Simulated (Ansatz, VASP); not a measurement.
Ge in VASP and in Ansatz

Contents of INCAR:

```
ALGO = Normal
EDIFF = 1E-7
ENCUT = 520
GGA = RE
ISIF = 2
ISMEAR = -1
LASPH = True
LCHARG = False
LREAL = False
LWAVE = False
NBANDS = 13
NELM = 60
PREC = Accurate
SIGMA = 0.1
```

The input KPOINTS:

```
k-points
0
Gamma
  13 13 13
```

The input POSCAR:

```
Ge
1.0
    2.7659652100      0.0000000000      0.0000000000
    0.0000000000      2.7659652100      0.0000000000
    0.0000000000      0.0000000000      2.7659652100
Ge
1
Direct
    0.0000000000      0.0000000000      0.0000000000
```

Input for Ansatz:

```yaml
crystal:
  lattice:
    - [2.76596521, 0.0, 0.0]
    - [0.0, 2.76596521, 0.0]
    - [0.0, 0.0, 2.76596521]
  atoms:
    - { symbol: Ge, position: [0.0, 0.0, 0.0] }
hamiltonian:
  xc: revpbe
  pseudopotentials:
    kind: paw
    azcp:
      Ge: "pseudopotentials/Ge.paw.azcp"
basis:
  ecutwfc: 420
  fft_grid_basis: typed
kpoints:
  mp_grid: { grid: [13, 13, 13], shift: [0, 0, 0] }
magnetization:
  spin_polarized: false
scf:
  occupations: { method: fermi_dirac, width: 0.1 }
  lower_state_search: "off"
output:
  stress: true
```

Alike in both runs: task single point; functional revPBE; k mesh 13 × 13 × 13; occupations fermi-dirac, width 0.1 eV; no spin polarisation.

|  | VASP | Ansatz |
| --- | --- | --- |
| version | VASP 6.6.1 | Ansatz 0.2.0 |
| potentials or method | VASP PAW PBE potentials, release 64 (Ge_d), cutoff 520 eV | plane waves (420 eV) with PAW, scalar-relativistic |
| valence electrons in the cell | 14 | 14 |

```tsv
	VASP	Ansatz	Ansatz less VASP
pressure (GPa)	-2.4	-2.4	-0.01
```

VASP's potentials were made for PBE, not for revPBE.
